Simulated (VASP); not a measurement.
A run of VASP 6.6.1 is set up as follows.

File INCAR:

```
ALGO = Normal ; EDIFF = 1E-6
ENCUT = 520 ; GGA = PS
ISIF = 2 ; ISMEAR = -1
LASPH = True ; LCHARG = False
LREAL = Auto ; LWAVE = False
NBANDS = 85 ; NELECT = 140.0
NELM = 60 ; PREC = Accurate
SIGMA = 0.05
```

KPOINTS

```
Automatic mesh
0
Gamma
  2 2 2
  0.5 0.5 0.5
```

The input POSCAR:

```
LaZn3S4
1.0
    0.0000000000      5.3562680000      5.3562680000
    5.3562680000      0.0000000000      5.3562680000
    5.3562680000      5.3562680000      0.0000000000
Zn La S
6 2 8
Direct
    0.9931200000      0.0010910000      0.9957020000
    0.5006960000      0.4964130000      0.0125500000
    0.9886230000      0.5034960000      0.9994110000
    0.5003520000      0.0120540000      0.4910220000
    0.5085610000      0.9934110000      0.0001020000
    0.9960220000      0.5096470000      0.4936920000
    0.4971050000      0.4962730000      0.5015170000
    0.0031370000      0.9903480000      0.5054130000
    0.1216890000      0.1318820000      0.1230000000
    0.6234740000      0.6334370000      0.6180190000
    0.1296930000      0.1370860000      0.6217570000
    0.6204290000      0.6261390000      0.1256040000
    0.1288630000      0.6295440000      0.1178080000
    0.6249370000      0.1210160000      0.6249840000
    0.6269360000      0.1184080000      0.1228500000
    0.1249550000      0.6170710000      0.6341420000
```

Potentials or basis: VASP PAW PBE potentials, release 64 (Zn, La, S).

Command:

```sh
$ cat potpaw_PBE.64/Zn/POTCAR potpaw_PBE.64/La/POTCAR potpaw_PBE.64/S/POTCAR > POTCAR
$ mpirun -np 1 vasp_std > vasp.out
```

(1) What does it give for the largest force?

## Answers

(1) 7.254 eV/Å.

Caveat: the cell carries a net charge on a neutralising background, which shifts energy and pressure; the PAW data sets were made with another functional, which shifts forces and pressure a little.
